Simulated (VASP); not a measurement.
# BaTiO3 (P4mm) in VASP: notebook, part 2 of 2

VASP 6.6.1. The steps go on from the part before.

## 4. Single point, PBE (12.08 Å³/atom)

This run uses another cell than the first one, of 12.08 Å³/atom.

INCAR reads:

```
PREC = Accurate
ENCUT = 1340
EDIFF = 1E-6
ISMEAR = -1
SIGMA = 0.02
LREAL = F
LASPH = T
NELM = 120
ALGO = Normal
ISIF = 2
LWAVE = F
LCHARG = F
GGA = PE
NBANDS = 28
GGA_COMPAT = F
```

KPOINTS reads:

```
regular mesh
0
Gamma
  8 8 8
```

POSCAR reads:

```
BaTiO3
1.0
    3.9181485176      0.0000000000      0.0000000000
    0.0000000000      3.9181485176      0.0000000000
    0.0000000000      0.0000000000      3.9359769848
Ba Ti O
1 1 3
Direct
    0.0000000000      0.0000000000      0.0025693569
    0.5000000000      0.5000000000      0.4955570880
    0.5000000000      0.5000000000      0.0113218990
    0.5000000000      0.0000000000      0.5092758282
    0.0000000000      0.5000000000      0.5092758282
```

Potentials or basis: VASP PAW PBE potentials, release 64 (Ba_sv, Ti_sv, O_h).

On the command line:

```sh
$ cat potpaw_PBE.64/Ba_sv/POTCAR potpaw_PBE.64/Ti_sv/POTCAR potpaw_PBE.64/O_h/POTCAR > POTCAR
$ mpirun -np 1 vasp_std > vasp.out
```

OUTCAR:

```text
PREC = Accurate
   ENCUT = 1340
   EDIFF = 1E-6
   ISMEAR = -1
   LREAL = F
   LASPH = T
   NELM = 120
   ISIF = 2
   GGA = PE

 ion  position               nearest neighbor table
   1  0.000  0.000  0.003-   4 2.76   5 2.76   5 2.76   4 2.76   3 2.77   3 2.77   3 2.77   3 2.77
                             4 2.80   5 2.80   5 2.80   4 2.80   2 3.38   2 3.38   2 3.38   2 3.38
   2  0.500  0.500  0.496-   3 1.91   4 1.96   5 1.96   4 1.96   5 1.96   3 2.03   1 3.38   1 3.38
                             1 3.38   1 3.38   1 3.41   1 3.41   1 3.41   1 3.41
   3  0.500  0.500  0.011-   2 1.91   2 2.03   1 2.77   1 2.77   1 2.77   1 2.77
   4  0.500  0.000  0.509-   2 1.96   2 1.96   1 2.76   1 2.76   1 2.80   1 2.80
   5  0.000  0.500  0.509-   2 1.96   2 1.96   1 2.76   1 2.76   1 2.80   1 2.80

  LATTYP: Found a simple tetragonal cell.
 ALAT       =     3.9181485176
 C/A-ratio  =     1.0045502275

  Lattice vectors:

 A1 = (   3.9181485176,   0.0000000000,   0.0000000000)
 A2 = (   0.0000000000,   3.9181485176,   0.0000000000)
 A3 = (   0.0000000000,   0.0000000000,   3.9359769848)

Analysis of symmetry for initial positions (statically):
=====================================================================
 Subroutine PRICEL returns:
 Original cell was already a primitive cell.

 Routine SETGRP: Setting up the symmetry group for a
 simple tetragonal supercell.

 Subroutine GETGRP returns: Found  8 space group operations
 (whereof  8 operations were pure point group operations)
 out of a pool of 16 trial point group operations.

The static configuration has the point symmetry C_4v.

Analysis of symmetry for dynamics (positions and initial velocities):
=====================================================================
 Subroutine PRICEL returns:
 Original cell was already a primitive cell.

 Routine SETGRP: Setting up the symmetry group for a
 simple tetragonal supercell.

 Subroutine GETGRP returns: Found  8 space group operations
 (whereof  8 operations were pure point group operations)
[... 129 lines left out ...]
  volume/ion in A,a.u.               =      12.08        81.55
  Fermi-wavevector in a.u.,A,eV,Ry     =   1.426779  2.696221 27.697358  2.035698
  Thomas-Fermi vector in A             =   2.547019
   LORBIT       =      0    0 simple, 1 ext, 2 COOP (PROOUT), +10 PAW based schemes
   GGA     = PE    functional components
   LHFCALC =     F    Hartree Fock is set to
   AEXX    =    0.0000 exact exchange contribution
   IVDW    =     0    specifies the selected vdW correction
   LEPSILON=     F    determine dielectric tensor
   LRPA    =     F    only Hartree local field effects (RPA)
 non-spin polarized calculation
  energy-cutoff  :     1340.00
  volume of cell :       60.42
 maximum number of plane-waves:      6776
 NGX is ok and might be reduce to    48
   NGX = 23   NGY = 23   NGZ = 23

 number of electron      40.0000003 magnetization

 Free energy of the ion-electron system (eV)
  ---------------------------------------------------
  ext. energy  EPLUGINS =         0.00000000
  ---------------------------------------------------
  free energy    TOTEN  =       -39.76973878 eV

  energy without entropy =      -39.76973878  energy(sigma->0) =      -39.76973878

 E-fermi :   5.1922     XC(G=0): -11.5786

 val. band max:        4.6986424219   @ k =   0.5000   0.5000   0.5000
 cond. band min:       6.5730913871   @ k =   0.0000   0.0000   0.0000
 fundamental gap:      1.8744489652
 Fermi energy:         5.1921663222

 k-point     1 :       0.0000    0.0000    0.0000
  band No.  band energies     occupation
      1     -51.6728      2.00000
      2     -27.9283      2.00000
      3     -27.9199      2.00000
      4     -27.9199      2.00000
      5     -20.0065      2.00000
      6     -12.3348      2.00000
[... 733 lines left out ...]
     27      12.9496      0.00000
     28      13.8197      0.00000

 [... further k-points ...]

------------------------ aborting loop because EDIFF is reached ----------------------------------------

  FORCE on cell =-STRESS in cart. coord.  units (eV):
  Direction    XX          YY          ZZ          XY          YZ          ZX
  --------------------------------------------------------------------------------------
  -------------------------------------------------------------------------------------
  Total        6.1329052      6.1329052      5.9248554      0.0000000      0.0000000      0.0000000
  in kB      162.6157095    162.6157095    157.0992097      0.0000000      0.0000000      0.0000000
  external PRESSURE =     160.7768762 kB  Pullay stress =       0.0000000 kB

 VOLUME and BASIS-vectors are now :
 -----------------------------------------------------------------------------
  energy-cutoff  :     1340.00
  volume of cell :       60.42
      direct lattice vectors                 reciprocal lattice vectors
     3.918148518  0.000000000  0.000000000     0.255222587  0.000000000  0.000000000
     0.000000000  3.918148518  0.000000000     0.000000000  0.255222587  0.000000000
     0.000000000  0.000000000  3.935976985     0.000000000  0.000000000  0.254066526

 POSITION                                       TOTAL-FORCE (eV/Angst)
 -----------------------------------------------------------------------------------
      0.00000      0.00000      0.01011        -0.000000      0.000000      0.016438
      1.95907      1.95907      1.95050         0.000000      0.000000      0.004742
      1.95907      1.95907      0.04456        -0.000000      0.000000     -0.007262
      1.95907      0.00000      2.00450        -0.000000      0.000000     -0.006959
      0.00000      1.95907      2.00450        -0.000000     -0.000000     -0.006959
 -----------------------------------------------------------------------------------
    total drift:                                0.000000     -0.000000      0.000327

  FREE ENERGIE OF THE ION-ELECTRON SYSTEM (eV)
  ---------------------------------------------------
  free  energy   TOTEN  =       -39.7697387834 eV

  energy  without entropy=      -39.7697387834  energy(sigma->0) =      -39.76973878
```

Run time: 9.2 min. Hardware: 1 thread of Intel Xeon Platinum 8259CL at 2.50GHz (Skylake/Cascade Lake), shared host; peak memory 0.69 GiB.

Results:

```
Free energy            : -39.7697 eV
Pressure               : 16.1 GPa
Largest force          : 0.016 eV/Å
Band gap on the k mesh : 1.87 eV (least direct gap 2.01 eV)
```

Forces on the atoms (eV/Å):
```
Ba   0.000  0.000  0.016
Ti   0.000  0.000  0.005
O    0.000  0.000 -0.007
O    0.000  0.000 -0.007
O    0.000  0.000 -0.007
```

Stress tensor (GPa, compression positive):
```
16.26  0.00  0.00
 0.00 16.26  0.00
 0.00  0.00 15.71
```

Levels at points of the mesh, in eV from the valence-band top:
```
           k point  band 18  band 19  band 20  band 21  band 22  band 23
(0.00, 0.00, 0.00)    -0.14    -0.14    -0.14     1.87     1.94     1.94
(0.50, 0.00, 0.00)    -1.86    -0.79    -0.75     2.12     3.80     3.81
(0.50, 0.50, 0.00)    -0.85    -0.85    -0.10     3.83     3.83     4.26
(0.00, 0.00, 0.50)    -1.91    -0.70    -0.70     2.06     3.79     3.79
(0.50, 0.00, 0.50)    -0.86    -0.85    -0.13     3.80     3.82     4.24
(0.50, 0.50, 0.50)    -0.04    -0.04     0.00     4.54     4.54     4.55
```

Caveat: the cell stands under pressure; spin-orbit coupling is left out, which moves the levels of the heavy elements. A k mesh can miss the band edges.

## 5. Relaxation of the atoms, PBE (12.34 Å³/atom)

INCAR reads:

```
SYSTEM = BaTiO3
PREC     = Accurate       ! precision mode
ENCUT    = 520            ! plane-wave cutoff, eV
EDIFF    = 1E-7           ! SCF threshold, eV
ISMEAR   = -1             ! smearing method
SIGMA    = 0.02           ! smearing width, eV
LREAL    = .False.        ! projectors in reciprocal space
LASPH    = .True.         ! aspherical terms in the spheres
NELM     = 80             ! most SCF steps
ALGO     = Normal         ! electronic algorithm
ISIF     = 2              ! what is computed and relaxed
LWAVE    = .False.        ! write WAVECAR
LCHARG   = .False.        ! write CHGCAR
GGA      = PE             ! functional
IBRION   = 2              ! ionic algorithm
NSW      = 80             ! ionic steps
EDIFFG   = -0.02          ! ionic threshold
```

KPOINTS reads:

```
Automatic mesh
0
Gamma
  8 8 8
  0 0 0
```

POSCAR reads:

```
BaTiO3
1.0
    3.9457420220      0.0000000000      0.0000000000
    0.0000000000      3.9457420220      0.0000000000
    0.0000000000      0.0000000000      3.9636960459
Ba Ti O
1 1 3
Direct
    0.0000000000      0.0000000000     -0.0029689668
    0.5000000000      0.5000000000      0.4826505826
    0.5000000000      0.5000000000      0.0222697536
    0.5000000000      0.0000000000      0.5130243154
    0.0000000000      0.5000000000      0.5130243154
```

Potentials or basis: VASP PAW PBE potentials, release 64 (Ba_sv, Ti_sv, O).

On the command line:

```sh
$ cat potpaw_PBE.64/Ba_sv/POTCAR potpaw_PBE.64/Ti_sv/POTCAR potpaw_PBE.64/O/POTCAR > POTCAR
$ mpirun -np 1 vasp_std > vasp.out
```

It took 11 min on 1 thread of Oxide Virtual Turin-like, shared host; peak memory 0.22 GiB.

Results (log left out):

```yaml
Free_energy: -39.8533 eV
Energy_gained_by_relaxing: 2.3 meV/atom
Ionic_steps: 6
Pressure_after_relaxing: 11.9 GPa
Largest_force_after_relaxing: 0.011 eV/Å
Band_gap_on_the_k_mesh: 1.84 eV (least direct gap 2.05 eV)
```

Forces in eV/Å, atoms in the order of the input:
```
Ba   0.000  0.000 -0.001
Ti   0.000  0.000  0.010
O    0.000  0.000 -0.011
O    0.000  0.000  0.001
O    0.000  0.000  0.001
```

Stress tensor (GPa, compression positive):
```
11.80  0.00  0.00
 0.00 11.80  0.00
 0.00  0.00 12.05
```

Step by step:
```
step  energy change (eV)  largest force (eV/Å)  pressure (GPa)
   1              0.0000                0.4382           13.02
   2             -0.0091                0.0996           12.25
   3             -0.0097                0.0991           12.03
   4             -0.0109                0.0591           11.99
   5             -0.0115                0.0358           11.93
   6             -0.0116                0.0113           11.88
```

Final structure:
```xyz
5
Lattice="3.9457 0.0000 0.0000 0.0000 3.9457 0.0000 0.0000 0.0000 3.9637" Properties=species:S:1:pos:R:3 pbc="T T T"
Ba    3.9457    0.0000    0.0062
Ti    1.9729    1.9729    1.9477
O     1.9729    1.9729    0.0571
O     1.9729    0.0000    2.0228
O     3.9457    1.9729    2.0228
```

Levels at points of the mesh, in eV from the valence-band top:
| k point | band 18 | band 19 | band 20 | band 21 | band 22 | band 23 |
| --- | --- | --- | --- | --- | --- | --- |
| (0.00, 0.00, 0.00) | -0.21 | -0.21 | -0.21 | 1.84 | 1.97 | 1.97 |
| (0.50, 0.00, 0.00) | -1.80 | -0.86 | -0.80 | 2.13 | 3.69 | 3.71 |
| (0.50, 0.50, 0.00) | -0.91 | -0.91 | -0.09 | 3.73 | 3.73 | 4.14 |
| (0.00, 0.00, 0.50) | -1.94 | -0.71 | -0.71 | 2.01 | 3.71 | 3.71 |
| (0.50, 0.00, 0.50) | -0.88 | -0.87 | -0.15 | 3.71 | 3.72 | 4.13 |
| (0.50, 0.50, 0.50) | -0.06 | -0.06 | 0.00 | 4.41 | 4.41 | 4.42 |

Caveat: spin-orbit coupling is left out, which moves the levels of the heavy elements. A k mesh can miss the band edges.

## 6. Overview

| task | potentials or basis | cell | cutoff (eV) | gap on the mesh (eV) | pressure (GPa) | largest force (eV/Å) |
| --- | --- | --- | --- | --- | --- | --- |
| single point | VASP PAW PBE potentials, release 64 (Ba_sv, Ti_sv, O_h) | a = 3.946, b = 3.946, c = 3.964 Å, 5 atoms, atomic positions A | 1340 | 1.85 | 11.8 | 0.03 |
| single point | VASP PAW PBE potentials, release 64 (Ba_sv, Ti_sv, O_h) | a = 3.973, b = 3.973, c = 3.991 Å, 5 atoms, atomic positions B | 1340 | 1.82 | 8.1 | 0.03 |
| single point | VASP PAW PBE potentials, release 64 (Ba_sv, Ti_sv, O_h) | a = 3.918, b = 3.918, c = 3.936 Å, 5 atoms, atomic positions C | 1340 | 1.87 | 16.1 | 0.02 |
| relaxation of the atoms | VASP PAW PBE potentials, release 64 (Ba_sv, Ti_sv, O) | atoms relaxed from a = 3.946, b = 3.946, c = 3.964 Å, 5 atoms, atomic positions D | 520 | 1.84 | 11.9 | 0.01 |

Alike in all rows: level PBE; no spin polarisation; k mesh 8 × 8 × 8; smearing fermi-dirac 0.02 eV.

Caveats: spin-orbit coupling is left out, which moves the levels of the heavy elements; the cell stands under pressure (at least some runs).

Absolute energies hang on the potentials; compare differences alone.
